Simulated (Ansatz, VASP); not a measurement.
AlN in VASP and in Ansatz

File INCAR:

```
SYSTEM = AlN
PREC = Accurate
ENCUT = 520
EDIFF = 1E-7
ISMEAR = 0
SIGMA = 0.05
LREAL = .FALSE.
LASPH = .TRUE.
NELM = 80
ALGO = Normal
ISIF = 2
LWAVE = .FALSE.
LCHARG = .TRUE.
GGA = PE
LELF = .TRUE.
LVHAR = .TRUE.
NBANDS = 16
```

KPOINTS

```
regular mesh
0
G
  9 9 6
  0 0 0
```

Contents of POSCAR:

```
AlN
1.0
    3.1558670606      0.0000000000      0.0000000000
   -1.5779335303      2.7330610455      0.0000000000
    0.0000000000      0.0000000000      5.0585970347
Al N
2 2
Direct
    0.3145786745      0.6666666667      0.0017290859
    0.6854213255      0.3333333333      0.5017290859
    0.3499209514      0.6666666667      0.3832709141
    0.6500790486      0.3333333333      0.8832709141
```

Input for Ansatz:

```yaml
crystal:
  lattice:
    - [3.1558670606, 0.0, 0.0]
    - [-1.5779335303, 2.7330610455, 0.0]
    - [0.0, 0.0, 5.0585970347]
  atoms:
    - { symbol: Al, position: [0.3145786745, 0.6666666667, 0.0017290859] }
    - { symbol: Al, position: [0.6854213255, 0.3333333333, 0.5017290859] }
    - { symbol: "N", position: [0.3499209514, 0.6666666667, 0.3832709141] }
    - { symbol: "N", position: [0.6500790486, 0.3333333333, 0.8832709141] }
basis:
  ecutwfc: 520.0
kpoints:
  mp_grid: { grid: [9, 9, 6] }
hamiltonian:
  xc: pbe
  pseudopotentials: { kind: paw, azcp: { folder: soft_1 } }
scf:
  occupations: { method: gaussian, width: 0.05 }
output:
  forces: true
  stress: true
  eigenvalues: true
```

Change from the starting cell: mode 4 frozen in at -0.059 Å, equal normal strain along x, y and z +0.0083.

Alike in both runs: task single point; functional PBE; k mesh 9 × 9 × 6; occupations gaussian, width 0.05 eV; no spin polarisation.

|  | VASP | Ansatz |
| --- | --- | --- |
| version | VASP 6.6.1 | Ansatz 0.2.0 |
| potentials or method | VASP PAW PBE potentials, release 64 (Al, N), cutoff 520 eV | scalar-relativistic, plane waves, PAW |
| valence electrons in the cell | 16 | 16 |

```csv
,VASP,Ansatz,Ansatz less VASP
gap on the k mesh at the Fermi level (eV),3.79,3.79,-0.007
least direct gap on the mesh (eV),3.79,3.79,-0.007
pressure (GPa),-4.8,-4.7,+0.18
"traceless stress, the component that is largest in VASP (GPa)",0.38,0.35,-0.028
rms of the force components (eV/Å),0.148,0.148,-0.0005
```

Atom by atom the forces differ by 0.001 eV/Å (rms over components). With one functional, cell and mesh, what is left measures potentials, basis and numerics.
